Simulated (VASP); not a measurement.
# Mn (Fd-3m) in VASP: a series of runs, part 2 of 2

VASP 6.6.1.

### 3 Single point, PBE, collinear spin, antiferromagnetic start (18.96 Å³/atom)

This run uses another cell than the first one, of 18.96 Å³/atom.

Input file INCAR:

```
  PREC = Accurate
  ENCUT = 520
  EDIFF = 1E-7
  ISMEAR = -1
  SIGMA = 0.05
  LREAL = F
  LASPH = T
  NELM = 150
  ALGO = Normal
  ISIF = 2
  LWAVE = F
  LCHARG = F
  ISPIN = 2
  MAGMOM = 2.088 -2.088
  LORBIT = 11
  LMAXMIX = 4
  GGA = PE
  NBANDS = 24
```

Input file KPOINTS:

```
Automatic mesh
0
Gamma
  12 12 12
```

Input file POSCAR:

```
Mn
1.0
    0.0000000000      2.6663681006      2.6663681006
    2.6663681006      0.0000000000      2.6663681006
    2.6663681006      2.6663681006      0.0000000000
Mn
2
Direct
    0.1250000000      0.1250000000      0.1250000000
    0.8750000000      0.8750000000      0.8750000000
```

Potentials or basis: VASP PAW PBE potentials, release 64 (Mn_pv).

Started as:

```console
$ cat potpaw_PBE.64/Mn_pv/POTCAR > POTCAR
$ mpirun -np 1 vasp_std > vasp.out
```

OUTCAR:

```text
PREC = Accurate
   ENCUT = 520
   EDIFF = 1E-7
   ISMEAR = -1
   LREAL = F
   LASPH = T
   NELM = 150
   ISIF = 2
   ISPIN = 2
   LORBIT = 11
   GGA = PE

 ion  position               nearest neighbor table
   1  0.125  0.125  0.125-   2 2.31   2 2.31   2 2.31   2 2.31
   2  0.875  0.875  0.875-   1 2.31   1 2.31   1 2.31   1 2.31

  LATTYP: Found a face centered cubic cell.
 ALAT       =     5.3327362012

  Lattice vectors:

 A1 = (   0.0000000000,   2.6663681006,   2.6663681006)
 A2 = (   2.6663681006,   0.0000000000,   2.6663681006)
 A3 = (   2.6663681006,   2.6663681006,   0.0000000000)

Analysis of symmetry for initial positions (statically):
=====================================================================
 Subroutine PRICEL returns:
 Original cell was already a primitive cell.

 Routine SETGRP: Setting up the symmetry group for a
 face centered cubic supercell.

 Subroutine GETGRP returns: Found 48 space group operations
 (whereof 12 operations were pure point group operations)
 out of a pool of 48 trial point group operations.

The static configuration has the point symmetry D_3d.
 The point group associated with its full space group is O_h .

Analysis of symmetry for dynamics (positions and initial velocities):
=====================================================================
 Subroutine PRICEL returns:
 Original cell was already a primitive cell.

 Routine SETGRP: Setting up the symmetry group for a
 face centered cubic supercell.

 Subroutine GETGRP returns: Found 48 space group operations
 (whereof 12 operations were pure point group operations)
 out of a pool of 48 trial point group operations.

The dynamic configuration has the point symmetry D_3d.
 The point group associated with its full space group is O_h .

Analysis of structural, dynamic, and magnetic symmetry:
=====================================================================
 Subroutine PRICEL returns:
 Original cell was already a primitive cell.

 Routine SETGRP: Setting up the symmetry group for a
[... 151 lines left out ...]
  ---------------------------------------------------
  free energy    TOTEN  =       -15.36039028 eV

  energy without entropy =      -15.35458649  energy(sigma->0) =      -15.35748838

 E-fermi :   4.8166     XC(G=0): -10.5613

 val. band max:        4.7634195353   @ k =  -0.0833   0.0833   0.0000
 cond. band min:       4.8233661343   @ k =   0.0833   0.0833   0.0000
 fundamental gap:      0.0599465990
 Fermi energy:         4.8166062676

 spin component 1

 k-point     1 :       0.0000    0.0000    0.0000
  band No.  band energies     occupation
      1     -44.8241      1.00000
      2     -44.8241      1.00000
      3     -44.8241      1.00000
      4     -41.9173      1.00000
      5     -41.9172      1.00000
      6     -41.9172      1.00000
[... 637 lines left out ...]
     23      18.9956      0.00000
     24      21.1618      0.00000

 [... further k-points ...]

 spin component 2

 k-point     1 :       0.0000    0.0000    0.0000
  band No.  band energies     occupation
      1     -44.8241      1.00000
      2     -44.8241      1.00000
      3     -44.8241      1.00000
      4     -41.9173      1.00000
      5     -41.9172      1.00000
      6     -41.9172      1.00000
[... 637 lines left out ...]
     23      18.9956      0.00000
     24      21.1618      0.00000

 [... further k-points ...]

------------------------ aborting loop because EDIFF is reached ----------------------------------------

  FORCE on cell =-STRESS in cart. coord.  units (eV):
  Direction    XX          YY          ZZ          XY          YZ          ZX
  --------------------------------------------------------------------------------------
  -------------------------------------------------------------------------------------
  Total       -0.9735663     -0.9735663     -0.9735663      0.0000000     -0.0000000      0.0000000
  in kB      -41.1420392    -41.1420392    -41.1420392      0.0000000     -0.0000000      0.0000000
  external PRESSURE =     -41.1420392 kB  Pullay stress =       0.0000000 kB

 VOLUME and BASIS-vectors are now :
 -----------------------------------------------------------------------------
  energy-cutoff  :      520.00
  volume of cell :       37.91
      direct lattice vectors                 reciprocal lattice vectors
     0.000000000  2.666368101  2.666368101    -0.187520995  0.187520995  0.187520995
     2.666368101  0.000000000  2.666368101     0.187520995 -0.187520995  0.187520995
     2.666368101  2.666368101  0.000000000     0.187520995  0.187520995 -0.187520995

 POSITION                                       TOTAL-FORCE (eV/Angst)
 -----------------------------------------------------------------------------------
      0.66659      0.66659      0.66659         0.000000     -0.000000      0.000000
      4.66614      4.66614      4.66614        -0.000000      0.000000     -0.000000
 -----------------------------------------------------------------------------------
    total drift:                                0.000000      0.000000     -0.000000

  FREE ENERGIE OF THE ION-ELECTRON SYSTEM (eV)
  ---------------------------------------------------
  free  energy   TOTEN  =       -15.3603902775 eV

  energy  without entropy=      -15.3545864884  energy(sigma->0) =      -15.35748838

 total charge

# of ion       s       p       d       tot
------------------------------------------
    1        0.438   6.200   5.079  11.718
    2        0.438   6.200   5.079  11.718
--------------------------------------------------
tot          0.876  12.401  10.158  23.436

 magnetization (x)

# of ion       s       p       d       tot
------------------------------------------
    1        0.074  -0.008   2.705   2.771
    2       -0.074   0.008  -2.705  -2.771
--------------------------------------------------
tot          0.000   0.000   0.000   0.000
```

It took 90 s on 1 thread of Intel Xeon 6975P-C (Granite Rapids), shared host; peak memory 0.22 GiB.

Results:

```
Free energy                                           : -15.3604 eV
Pressure                                              : -4.1 GPa
Band gap on the k mesh                                : zero (filled and empty bands overlap)
Net moment                                            : 0.00 μB per cell
Site moments                                          : Mn +2.77, -2.77 μB
Valence electrons inside the program's atomic spheres : Mn 11.72
```

Caveat: the cell stands under tension.

### 4 Relaxation of cell and atoms, PBE, collinear spin, antiferromagnetic start

This run uses another cell than the first one, of 15.86 Å³/atom.

Input file INCAR:

```
PREC = Accurate
ENCUT = 600
EDIFF = 1E-6
ISMEAR = -1
SIGMA = 0.05
LREAL = False
LASPH = True
NELM = 150
ALGO = Normal
ISIF = 3
LWAVE = False
LCHARG = False
ISPIN = 2
MAGMOM = 3 -3
LORBIT = 11
LMAXMIX = 4
GGA = PE
IBRION = 2
NSW = 80
EDIFFG = -0.01
```

Input file KPOINTS:

```
regular mesh
0
Gamma
  11 11 11
```

Input file POSCAR:

```
Mn
1.0
    0.0000000000      2.5125686141      2.5125686141
    2.5125686141      0.0000000000      2.5125686141
    2.5125686141      2.5125686141      0.0000000000
Mn
2
Direct
    0.1250000000      0.1250000000      0.1250000000
    0.8750000000      0.8750000000      0.8750000000
```

Started as:

```console
$ cat potpaw_PBE.64/Mn_pv/POTCAR > POTCAR
$ mpirun -np 1 vasp_std > vasp.out
```

Run time: 86 s. Hardware: 1 thread of Intel Xeon 6975P-C (Granite Rapids), shared host; peak memory 0.2 GiB.

Results (log left out):

- Free energy: -15.4128 eV
- Relaxed volume: 17.05 Å³/atom
- Relaxed cell: a = 3.640 Å, b = 3.640 Å, c = 3.640 Å, α = 60.00°, β = 60.00°, γ = 60.00°
- Space group after relaxing (to 0.1 Å): Fd-3m (No. 227)
- Energy gained by relaxing: 16.3 meV/atom
- Ionic steps: 3
- Pressure after relaxing: 0.0 GPa
- Band gap on the k mesh: zero (filled and empty bands overlap)
- Net moment: 0.00 μB per cell
- Site moments: Mn +2.31, -2.31 μB
- Valence electrons inside the program's atomic spheres: Mn 11.86

The path:
```csv
step,energy change (eV),largest force (eV/Å),pressure (GPa),volume (Å³)
1,0.0000,0.0000,4.81,31.72
2,-0.0325,0.0000,0.22,33.96
3,-0.0326,0.0000,0.01,34.11
```

Final structure:
```
Mn
1.0
     0.00000    2.57399    2.57399
     2.57399    0.00000    2.57399
     2.57399    2.57399    0.00000
Mn
2
Direct
  0.12500 0.12500 0.12500
  0.87500 0.87500 0.87500
```

Levels at points of the mesh, in eV from the Fermi level:
Spin up:
```
           k point  band 10  band 11  band 12  band 13  band 14  band 15  band 16  band 17
(0.00, 0.00, 0.00)    -2.45    -2.45    -2.45     0.14     0.14     0.14     1.72     1.72
```
Spin down:
| k point | band 11 | band 12 | band 13 | band 14 | band 15 | band 16 |
| --- | --- | --- | --- | --- | --- | --- |
| (0.00, 0.00, 0.00) | -2.45 | -2.45 | 0.14 | 0.14 | 0.14 | 1.72 |

### 5 Single point, PBE, collinear spin, antiferromagnetic start

This run uses another cell than the first one, of 16.93 Å³/atom.

Input file INCAR:

```
SYSTEM = Mn
  PREC = Accurate
  ENCUT = 520
  EDIFF = 1E-6
  ISMEAR = -1
  SIGMA = 0.05
  LREAL = .FALSE.
  LASPH = .TRUE.
  NELM = 150
  ALGO = Normal
  ISIF = 2
  LWAVE = .FALSE.
  LCHARG = .FALSE.
  ISPIN = 2
  MAGMOM = 2.088 -2.088
  LORBIT = 11
  LMAXMIX = 4
  GGA = PE
  NBANDS = 24
```

Input file KPOINTS:

```
Automatic mesh
0
G
  17 17 17
  0 0 0
```

Input file POSCAR:

```
Mn
1.0
    0.0000000000      2.5675215496      2.5675215496
    2.5675215496      0.0000000000      2.5675215496
    2.5675215496      2.5675215496      0.0000000000
Mn
2
Direct
    0.1250000000      0.1250000000      0.1250000000
    0.8750000000      0.8750000000      0.8750000000
```

Potentials or basis: VASP PAW PBE potentials, release 64 (Mn_pv).

Started as:

```console
$ cat potpaw_PBE.64/Mn_pv/POTCAR > POTCAR
$ mpirun -np 1 vasp_std > vasp.out
```

OUTCAR:

```text
SYSTEM = Mn
   PREC = Accurate
   ENCUT = 520
   EDIFF = 1E-6
   ISMEAR = -1
   LREAL = .FALSE.
   LASPH = .TRUE.
   NELM = 150
   ISIF = 2
   ISPIN = 2
   LORBIT = 11
   GGA = PE

 ion  position               nearest neighbor table
   1  0.125  0.125  0.125-   2 2.22   2 2.22   2 2.22   2 2.22
   2  0.875  0.875  0.875-   1 2.22   1 2.22   1 2.22   1 2.22

  LATTYP: Found a face centered cubic cell.
 ALAT       =     5.1350430992

  Lattice vectors:

 A1 = (   0.0000000000,   2.5675215496,   2.5675215496)
 A2 = (   2.5675215496,   0.0000000000,   2.5675215496)
 A3 = (   2.5675215496,   2.5675215496,   0.0000000000)

Analysis of symmetry for initial positions (statically):
=====================================================================
 Subroutine PRICEL returns:
 Original cell was already a primitive cell.

 Routine SETGRP: Setting up the symmetry group for a
 face centered cubic supercell.

 Subroutine GETGRP returns: Found 48 space group operations
 (whereof 12 operations were pure point group operations)
 out of a pool of 48 trial point group operations.

The static configuration has the point symmetry D_3d.
 The point group associated with its full space group is O_h .

Analysis of symmetry for dynamics (positions and initial velocities):
=====================================================================
 Subroutine PRICEL returns:
 Original cell was already a primitive cell.

 Routine SETGRP: Setting up the symmetry group for a
 face centered cubic supercell.

 Subroutine GETGRP returns: Found 48 space group operations
 (whereof 12 operations were pure point group operations)
 out of a pool of 48 trial point group operations.

The dynamic configuration has the point symmetry D_3d.
 The point group associated with its full space group is O_h .

Analysis of structural, dynamic, and magnetic symmetry:
=====================================================================
 Subroutine PRICEL returns:
 Original cell was already a primitive cell.

 Routine SETGRP: Setting up the symmetry group for a
 face centered cubic supercell.

[... 150 lines left out ...]
  free energy    TOTEN  =       -15.41362078 eV

  energy without entropy =      -15.40863357  energy(sigma->0) =      -15.41112718

 E-fermi :   5.6205     XC(G=0): -11.1224

 val. band max:        5.6107832610   @ k =   0.1176   0.0000   0.0000
 cond. band min:       5.6529595461   @ k =  -0.0588   0.0588   0.0000
 fundamental gap:      0.0421762851
 Fermi energy:         5.6205093563

 spin component 1

 k-point     1 :       0.0000    0.0000    0.0000
  band No.  band energies     occupation
      1     -43.6313      1.00000
      2     -43.6313      1.00000
      3     -43.6313      1.00000
      4     -41.2118      1.00000
      5     -41.2118      1.00000
      6     -41.2118      1.00000
[... 637 lines left out ...]
     23      20.1173      0.00000
     24      20.3938      0.00000

 [... further k-points ...]

 spin component 2

 k-point     1 :       0.0000    0.0000    0.0000
  band No.  band energies     occupation
      1     -43.6313      1.00000
      2     -43.6313      1.00000
      3     -43.6313      1.00000
      4     -41.2118      1.00000
      5     -41.2118      1.00000
      6     -41.2118      1.00000
[... 637 lines left out ...]
     23      20.1173      0.00000
     24      20.3938      0.00000

 [... further k-points ...]

------------------------ aborting loop because EDIFF is reached ----------------------------------------

  FORCE on cell =-STRESS in cart. coord.  units (eV):
  Direction    XX          YY          ZZ          XY          YZ          ZX
  --------------------------------------------------------------------------------------
  -------------------------------------------------------------------------------------
  Total        0.0816373      0.0816373      0.0816373      0.0000000     -0.0000000     -0.0000000
  in kB        3.8639089      3.8639089      3.8639089      0.0000000     -0.0000000     -0.0000000
  external PRESSURE =       3.8639089 kB  Pullay stress =       0.0000000 kB

 VOLUME and BASIS-vectors are now :
 -----------------------------------------------------------------------------
  energy-cutoff  :      520.00
  volume of cell :       33.85
      direct lattice vectors                 reciprocal lattice vectors
     0.000000000  2.567521550  2.567521550    -0.194740332  0.194740332  0.194740332
     2.567521550  0.000000000  2.567521550     0.194740332 -0.194740332  0.194740332
     2.567521550  2.567521550  0.000000000     0.194740332  0.194740332 -0.194740332

 POSITION                                       TOTAL-FORCE (eV/Angst)
 -----------------------------------------------------------------------------------
      0.64188      0.64188      0.64188        -0.000000      0.000000     -0.000000
      4.49316      4.49316      4.49316         0.000000     -0.000000      0.000000
 -----------------------------------------------------------------------------------
    total drift:                                0.000000      0.000000     -0.000000

  FREE ENERGIE OF THE ION-ELECTRON SYSTEM (eV)
  ---------------------------------------------------
  free  energy   TOTEN  =       -15.4136207848 eV

  energy  without entropy=      -15.4086335701  energy(sigma->0) =      -15.41112718

 total charge

# of ion       s       p       d       tot
------------------------------------------
    1        0.462   6.233   5.172  11.867
    2        0.462   6.233   5.172  11.867
--------------------------------------------------
tot          0.924  12.466  10.344  23.734

 magnetization (x)

# of ion       s       p       d       tot
------------------------------------------
    1        0.059  -0.013   2.222   2.269
    2       -0.059   0.013  -2.222  -2.269
--------------------------------------------------
tot         -0.000   0.000   0.000  -0.000
```

OSZICAR:

```text
N       E                     dE             d eps       ncg     rms          rms(c)
DAV:   1     0.266517071143E+03    0.26652E+03   -0.15483E+04 15864   0.137E+03
DAV:   2    -0.628682077638E+01   -0.27280E+03   -0.26140E+03 16184   0.390E+02
DAV:   3    -0.167028383947E+02   -0.10416E+02   -0.10378E+02 18592   0.900E+01
DAV:   4    -0.168243524325E+02   -0.12151E+00   -0.12151E+00 17648   0.934E+00
DAV:   5    -0.168271116802E+02   -0.27592E-02   -0.27592E-02 18744   0.141E+00    0.122E+01
DAV:   6    -0.154958805045E+02    0.13312E+01   -0.73192E+00 18208   0.315E+01    0.650E+00
DAV:   7    -0.153977521613E+02    0.98128E-01   -0.70731E-01 17848   0.958E+00    0.262E+00
DAV:   8    -0.154078807887E+02   -0.10129E-01   -0.36346E-02 18672   0.107E+00    0.110E+00
DAV:   9    -0.154131919507E+02   -0.53112E-02   -0.10410E-01 19072   0.173E+00    0.337E-01
DAV:  10    -0.154136617153E+02   -0.46976E-03   -0.37161E-03 16504   0.527E-01    0.219E-01
DAV:  11    -0.154135768304E+02    0.84885E-04   -0.16872E-04 19320   0.129E-01    0.140E-01
DAV:  12    -0.154136080595E+02   -0.31229E-04   -0.46399E-05 17736   0.728E-02    0.739E-02
DAV:  13    -0.154136204467E+02   -0.12387E-04   -0.17684E-05 17048   0.370E-02    0.270E-02
DAV:  14    -0.154136207848E+02   -0.33810E-06   -0.54993E-07 10592   0.703E-03
   1 F= -.15413621E+02 E0= -.15411127E+02  d E =-.498721E-02  mag=     0.0000
```

stdout:

```text
POSCAR found type information on POSCAR Mn
 POSCAR found :  1 types and       2 ions
 scaLAPACK will be used
 LDA part: xc-table for (Slater+PW92), standard interpolation
 POSCAR, INCAR and KPOINTS ok, starting setup
 FFT: planning ... GRIDC
 FFT: planning ... GRID_SOFT
 FFT: planning ... GRID
 WAVECAR not read
 entering main loop
```

It took 2.2 min on 1 thread of Intel Xeon 6975P-C (Granite Rapids), shared host; peak memory 0.3 GiB.

Results:

* Free energy: -15.4136 eV
* Pressure: 0.4 GPa
* Band gap on the k mesh: zero (filled and empty bands overlap)
* Net moment: 0.00 μB per cell
* Site moments: Mn +2.27, -2.27 μB
* Valence electrons inside the program's atomic spheres: Mn 11.87

### 6 Overview

```csv
task,cell,k mesh,cutoff (eV),gap on the mesh (eV),pressure (GPa),moment (μB)
single point,"a = 3.725 Å, angles 60.0°, 2 atoms",12 × 12 × 12,520,none,-3.0,0.00
single point,"a = 3.771 Å, angles 60.0°, 2 atoms",12 × 12 × 12,520,none,-4.1,0.00
relaxation of cell and atoms,"relaxed from a = 3.553 Å, angles 60.0°, 2 atoms",11 × 11 × 11,600,none,0.0,0.00
single point,"a = 3.631 Å, angles 60.0°, 2 atoms",17 × 17 × 17,520,none,0.4,0.00
```

Alike in all rows: level PBE; potentials or basis VASP PAW PBE potentials, release 64 (Mn_pv); spin collinear, antiferromagnetic start; smearing fermi-dirac 0.05 eV.

Caveats: the cell stands under tension (at least some runs).

Total energies depend on the potentials used, so only differences within one code and one set of settings carry meaning.
